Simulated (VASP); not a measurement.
Here is a VASP 6.6.1 calculation.

File INCAR:

```
SYSTEM = Fe5Co3
ALGO = Normal
EDIFF = 1E-6
ENCUT = 520
GGA = PE
ISIF = 2
ISMEAR = 0
ISPIN = 2
LASPH = .True.
LCHARG = .False.
LMAXMIX = 4
LORBIT = 11
LREAL = .False.
LWAVE = .False.
MAGMOM = 2.55 2.9 2.9 2.9 2.9 1.98 1.98 1.98
NBANDS = 48
NELM = 150
PREC = Accurate
SIGMA = 0.1
```

The input KPOINTS:

```
k-points
0
Gamma
  6 6 6
  0 0 0
```

Contents of POSCAR:

```
Fe5Co3
1.0
   -2.8481473465      2.8481473465      2.8481473465
    2.8481473465     -2.8481473465      2.8481473465
    2.8481473465      2.8481473465     -2.8481473465
Fe Co
5 3
Direct
    0.0000000000      0.0000000000      0.0000000000
    0.0000000000      0.0000000000      0.5000000000
    0.0000000000      0.5000000000      0.0000000000
    0.5000000000      0.0000000000      0.0000000000
    0.5000000000      0.5000000000      0.5000000000
    0.0000000000      0.5000000000      0.5000000000
    0.5000000000      0.5000000000      0.0000000000
    0.5000000000      0.0000000000      0.5000000000
```

Potentials or basis: VASP PAW PBE potentials, release 64 (Fe, Co).

Launch:

```console
$ cat potpaw_PBE.64/Fe/POTCAR potpaw_PBE.64/Co/POTCAR > POTCAR
$ mpirun -np 1 vasp_std > vasp.out
```

Estimate the site moments.

Fe +2.45, +2.73 (each value once); Co +1.76 μB.

Predict the pressure.

0.0 GPa.

Estimate the net moment.

18.61 μB per cell.
